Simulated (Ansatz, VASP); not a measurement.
## One calculation of Ti18Si, two programs

```
Ti Si
1.0
     5.57070    0.00000    0.00000
     0.00000    7.78471    0.00000
     0.00000    0.00000   21.52001
Ti Si
18 1
Direct
  0.00000 0.50000 0.18587
  0.50000 0.50000 0.18587
  0.25000 0.16667 0.18587
  0.75000 0.16667 0.18587
  0.25000 0.83333 0.18587
  0.75000 0.83333 0.18587
  0.00000 0.00000 0.28877
  0.50000 0.00000 0.28877
  0.25000 0.66726 0.28810
  0.75000 0.66726 0.28810
  0.25000 0.33274 0.28810
  0.75000 0.33274 0.28810
  0.00000 0.50000 0.38852
  0.50000 0.50000 0.38852
  0.25000 0.16670 0.39126
  0.75000 0.16670 0.39126
  0.25000 0.83330 0.39126
  0.75000 0.83330 0.39126
  0.37500 0.91670 0.50744
```

Alike in both runs: task single point; functional PBE; dispersion D3(BJ); k mesh 5 × 4 × 1; occupations gaussian, width 0.1 eV; no spin polarisation.

|  | VASP | Ansatz |
| --- | --- | --- |
| version | VASP 6.6.1 | Ansatz 0.2.0 |
| potentials or method | VASP PAW PBE potentials, release 64 (Ti_sv, Si), cutoff 520 eV | scalar-relativistic, plane waves, PAW |
| valence electrons in the cell | 220 | 220 |

|  | VASP | Ansatz | Ansatz less VASP |
| --- | --- | --- | --- |
| gap on the k mesh at the Fermi level (eV) | none | none | - |
| rms of the force components (eV/Å) | 0.332 | 0.332 | -0.0002 |
| work function, face that differs most (eV) | 4.47 | 4.47 | +0.006 |

Atom by atom the forces differ by 0.008 eV/Å (rms over components). A gap of «none» marks a metal or a gap that the smearing closes.
